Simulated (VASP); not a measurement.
MgI2:

```
CELL_PARAMETERS angstrom
4.16742 0.00000 0.00000
-2.08371 3.60909 0.00000
0.00000 0.00000 6.92556
ATOMIC_POSITIONS crystal
I 0.66667 0.33333 0.75000
I 0.33333 0.66667 0.25000
Mg 0.00000 0.00000 0.00000
```

```yaml
Program: VASP 6.6.1
Task: relaxation of cell and atoms
Functional: optB86b-vdW
Potentials_or_basis: VASP PAW PBE potentials, release 64 (I, Mg)
Cutoff: 300 eV
k_mesh: 5 × 5 × 3
Occupations: gaussian, width 0.03 eV
Spin: no spin polarisation
```

At the start: pressure -1.0 GPa; volume 34.72 Å³/atom.

Problem. How do energy, volume and symmetry change on relaxing?

Solution. Over 12 steps the energy falls by 5.5 meV/atom and the volume is 34.12 Å³/atom (-1.7 %); space group P-3m1 (No. 164, to 0.1 Å) before and after.

Step by step:
```tsv
step	energy change (eV)	largest force (eV/Å)	pressure (GPa)	volume (Å³)
1	0.0000	0.2815	-0.97	104.16
2	-0.0149	0.0616	0.12	101.02
3	-0.0149	0.0585	0.14	100.98
4	-0.0159	0.0439	0.09	101.28
5	-0.0164	0.0206	0.02	101.75
6	-0.0166	0.0187	0.01	101.85
7	-0.0168	0.0127	-0.01	102.15
8	-0.0168	0.0018	-0.05	102.74
9	-0.0169	0.0068	-0.03	102.45
10	-0.0168	0.0149	0.09	102.20
11	-0.0169	0.0001	0.00	102.36
12	-0.0166	0.0008	0.00	102.36
```

Final structure:
```yaml
crystal:
  lattice:
    - [4.15618, 0.00000, 0.00000]
    - [-2.07809, 3.59936, 0.00000]
    - [0.00000, 0.00000, 6.84276]
  atoms:
    - { symbol: I, position: [0.66667, 0.33333, 0.75504] }
    - { symbol: I, position: [0.33333, 0.66667, 0.24496] }
    - { symbol: Mg, position: [0.00000, 0.00000, 0.00000] }
```

Where two steps share one volume, the run began anew on that cell with a basis built for it.

Caveat: the PAW data sets were made with another functional, which shifts forces and pressure a little.
